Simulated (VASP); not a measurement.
Hf, 2 atoms in the cell. Symmetry: Fd-3m, No. 227, cubic system. The conventional cell has a = 6.415 Å, b = 6.415 Å, c = 6.415 Å, α = 90.00°, β = 90.00°, γ = 90.00°. Within 3.7 Å of Hf (site symmetry -43m) lie 4 Hf at 2.78 Å. 

```yaml
Program: VASP 6.6.1
Task: relaxation of cell and atoms
Functional: PBEsol
Potentials_or_basis: VASP PAW PBE potentials, release 64 (Hf_pv)
Cutoff: 600 eV
k_mesh: 16 × 16 × 16
Occupations: gaussian, width 0.1 eV
Spin: no spin polarisation
Dipole_correction: no
Further_INCAR_settings: ALGO = Fast; EDIFF = 1e-06; IBRION = 2; EDIFFG = -0.01; NSW = 100; ISIF = 3
```

Potentials or basis: VASP PAW PBE potentials, release 64 (Hf_pv).

Run with:

```bash
$ cat potpaw_PBE.64/Hf_pv/POTCAR > POTCAR
$ mpirun -np 1 vasp_std > vasp.out
```

Hardware: 1 thread of AMD EPYC 7R13, on a shared host.

**Question.** Estimate the wall time of this run.

**Answer.** Wall time 14 min on 1 thread of AMD EPYC 7R13, on a shared host, peak memory 0.29 GiB. Counts: scf iterations 33, k points 145, ion steps 3.
